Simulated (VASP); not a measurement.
Wanted: the native input for a VASP 6.6.1 run.

```yaml
Task: single point
Functional: PBE
Potentials_or_basis: VASP PAW PBE potentials, release 64 (Li_sv, Hf_pv, Si)
Cutoff: 520 eV
k_mesh: 4 × 4 × 4
Occupations: gaussian, width 0.1 eV
Spin: no spin polarisation
Dipole_correction: no
Further_INCAR_settings: ALGO = Normal; EDIFF = 1e-06; NBANDS = 26
```

The structure of LiHf3Si lies in POSCAR:

```
LiHf3Si
1.0
    4.9007610042      0.0000000000      0.0000000000
    0.0000000000      4.9007610042      0.0000000000
    0.0000000000      0.0000000000      5.0826973196
Li Hf Si
1 3 1
Direct
    0.0000000000      0.0000000000      0.0023938285
    0.5000000000      0.5000000000      0.9362061790
    0.0000000000      0.5000000000      0.5436416377
    0.5000000000      0.0000000000      0.5436416377
    0.5000000000      0.5000000000      0.4341167170
```

The input as run:

INCAR

```
PREC = Accurate
ENCUT = 520
EDIFF = 1E-6
ISMEAR = 0
SIGMA = 0.1
LREAL = F
LASPH = T
NELM = 80
ALGO = Normal
ISIF = 2
LWAVE = F
LCHARG = T
GGA = PE
LELF = T
LVHAR = T
NBANDS = 26
```

KPOINTS

```
regular mesh
0
Gamma
  4 4 4
```

Potentials or basis: VASP PAW PBE potentials, release 64 (Li_sv, Hf_pv, Si).

Run with:

```sh
$ cat potpaw_PBE.64/Li_sv/POTCAR potpaw_PBE.64/Hf_pv/POTCAR potpaw_PBE.64/Si/POTCAR > POTCAR
$ mpirun -np 1 vasp_std > vasp.out
```

It gave:

```
Largest force          : 0.046 eV/Å
Band gap on the k mesh : zero (an odd number of electrons rules out a gap without spin polarisation)
```

Caveat: spin-orbit coupling is left out, which moves the levels of the heavy elements.

It took 38 s on 1 thread of Intel(R) Xeon(R) Platinum 8488C (Sapphire Rapids), with other jobs on the host, peak memory 0.24 GiB.
